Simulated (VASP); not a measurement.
# C: electric field gradients with PBE

The system is C.

```
C
1.0
     2.45606    1.41801    6.69402
    -3.68409    2.12701   10.04103
     0.00000   -4.25402   10.04103
C
36
Direct
  0.41669 0.27779 0.27779
  0.41669 0.27779 0.61113
  0.41669 0.27779 0.94446
  0.41669 0.61113 0.27779
  0.41669 0.61113 0.61113
  0.41669 0.61113 0.94446
  0.41669 0.94446 0.27779
  0.41669 0.94446 0.61113
  0.41669 0.94446 0.94446
  0.91669 0.27779 0.27779
  0.91669 0.27779 0.61113
  0.91669 0.27779 0.94446
  0.91669 0.61113 0.27779
  0.91669 0.61113 0.61113
  0.91669 0.61113 0.94446
  0.91669 0.94446 0.27779
  0.91669 0.94446 0.61113
  0.91669 0.94446 0.94446
  0.08331 0.05554 0.05554
  0.08331 0.05554 0.38887
  0.08331 0.05554 0.72221
  0.08331 0.38887 0.05554
  0.08331 0.38887 0.38887
  0.08331 0.38887 0.72221
  0.08331 0.72221 0.05554
  0.08331 0.72221 0.38887
  0.08331 0.72221 0.72221
  0.58331 0.05554 0.05554
  0.58331 0.05554 0.38887
  0.58331 0.05554 0.72221
  0.58331 0.38887 0.05554
  0.58331 0.38887 0.38887
  0.58331 0.38887 0.72221
  0.58331 0.72221 0.05554
  0.58331 0.72221 0.38887
  0.58331 0.72221 0.72221
```

- Program: VASP 6.6.1
- Task: electric field gradients
- Functional: PBE
- Potentials or basis: VASP PAW PBE potentials, release 64 (C)
- Cutoff: 520 eV
- k mesh: 6 × 4 × 4
- Occupations: gaussian, width 0.01 eV
- Spin: no spin polarisation
- Dipole correction: no
- Further INCAR settings: LREAL = Auto; ALGO = Normal; EDIFF = 1e-08; NBANDS = 96

```json
{"Pressure": "5.0 GPa", "Largest force": "0.012 eV/Å", "Band gap on the k mesh": "0.66 eV"}
```

Forces in eV/Å, atoms in the order of the input:
```
C   -0.004 -0.002  0.011
C   -0.004 -0.002  0.011
C   -0.004 -0.002  0.011
C   -0.004 -0.002  0.011
C   -0.004 -0.002  0.011
C   -0.004 -0.002  0.011
C   -0.004 -0.002  0.011
C   -0.004 -0.002  0.011
C   -0.004 -0.002  0.011
C   -0.004 -0.002  0.011
C   -0.004 -0.002  0.011
C   -0.004 -0.002  0.011
C   -0.004 -0.002  0.011
C   -0.004 -0.002  0.011
C   -0.004 -0.002  0.011
C   -0.004 -0.002  0.011
C   -0.004 -0.002  0.011
C   -0.004 -0.002  0.011
C    0.004  0.002 -0.011
C    0.004  0.002 -0.011
C    0.004  0.002 -0.011
C    0.004  0.002 -0.011
C    0.004  0.002 -0.011
C    0.004  0.002 -0.011
C    0.004  0.002 -0.011
C    0.004  0.002 -0.011
C    0.004  0.002 -0.011
C    0.004  0.002 -0.011
C    0.004  0.002 -0.011
C    0.004  0.002 -0.011
C    0.004  0.002 -0.011
C    0.004  0.002 -0.011
C    0.004  0.002 -0.011
C    0.004  0.002 -0.011
C    0.004  0.002 -0.011
C    0.004  0.002 -0.011
```

Stress tensor (GPa, compression positive):
```
 5.78 -0.02  0.00
-0.02  5.80  0.00
 0.00  0.00  3.40
```

Levels at points of the mesh, in eV from the valence-band top:
```
           k point  band 69  band 70  band 71  band 72  band 73  band 74  band 75  band 76
(0.00, 0.00, 0.00)    -2.52    -1.68     0.00     0.00     0.66     0.66     2.35     2.62
(0.50, 0.00, 0.00)    -0.52    -0.52    -0.52    -0.52     1.42     1.42     1.42     1.42
(0.00, 0.50, 0.00)    -2.19    -1.68    -1.67    -1.67     1.65     2.35     2.62     2.62
(0.50, 0.50, 0.00)    -2.00    -2.00    -1.53    -1.53     1.92     1.92     2.03     2.03
(0.00, 0.50, 0.50)    -2.19    -2.19    -0.02    -0.02     0.68     0.68     1.65     3.10
(0.50, 0.50, 0.50)    -1.55    -1.55    -1.55    -1.55     1.90     1.90     1.90     1.90
```

Electric field gradients, principal values (V/Å²):
| atom | least | middle | greatest (by size) |
| --- | --- | --- | --- |
| 1 C | -15.568 | -15.569 | 31.137 |
| 2 C | -15.568 | -15.569 | 31.137 |
| 3 C | -15.568 | -15.569 | 31.137 |
| 4 C | -15.568 | -15.569 | 31.137 |
| 5 C | -15.568 | -15.569 | 31.137 |
| 6 C | -15.568 | -15.569 | 31.137 |
| 7 C | -15.568 | -15.569 | 31.137 |
| 8 C | -15.568 | -15.569 | 31.137 |
| 9 C | -15.568 | -15.569 | 31.137 |
| 10 C | -15.568 | -15.569 | 31.137 |
| 11 C | -15.568 | -15.569 | 31.137 |
| 12 C | -15.568 | -15.569 | 31.137 |
| 13 C | -15.568 | -15.569 | 31.137 |
| 14 C | -15.568 | -15.569 | 31.137 |
| 15 C | -15.568 | -15.569 | 31.137 |
| 16 C | -15.568 | -15.569 | 31.137 |
| 17 C | -15.568 | -15.569 | 31.137 |
| 18 C | -15.568 | -15.569 | 31.137 |
| 19 C | -15.568 | -15.569 | 31.137 |
| 20 C | -15.568 | -15.569 | 31.137 |
| 21 C | -15.568 | -15.569 | 31.137 |
| 22 C | -15.568 | -15.569 | 31.137 |
| 23 C | -15.568 | -15.569 | 31.137 |
| 24 C | -15.568 | -15.569 | 31.137 |
| 25 C | -15.568 | -15.569 | 31.137 |
| 26 C | -15.568 | -15.569 | 31.137 |
| 27 C | -15.568 | -15.569 | 31.137 |
| 28 C | -15.568 | -15.569 | 31.137 |
| 29 C | -15.568 | -15.569 | 31.137 |
| 30 C | -15.568 | -15.569 | 31.137 |
| 31 C | -15.568 | -15.569 | 31.137 |
| 32 C | -15.568 | -15.569 | 31.137 |
| 33 C | -15.568 | -15.569 | 31.137 |
| 34 C | -15.568 | -15.569 | 31.137 |
| 35 C | -15.568 | -15.569 | 31.137 |
| 36 C | -15.568 | -15.569 | 31.137 |

Run time: 64 min on 1 thread of Intel(R) Xeon(R) Platinum 8488C (Sapphire Rapids) (shared host), peak memory 1.1 GiB.

Caveat: without QUAD_EFG the Cq values of the log hold for a quadrupole moment of 1 mb, not for the nuclei. A k mesh can miss the band edges.
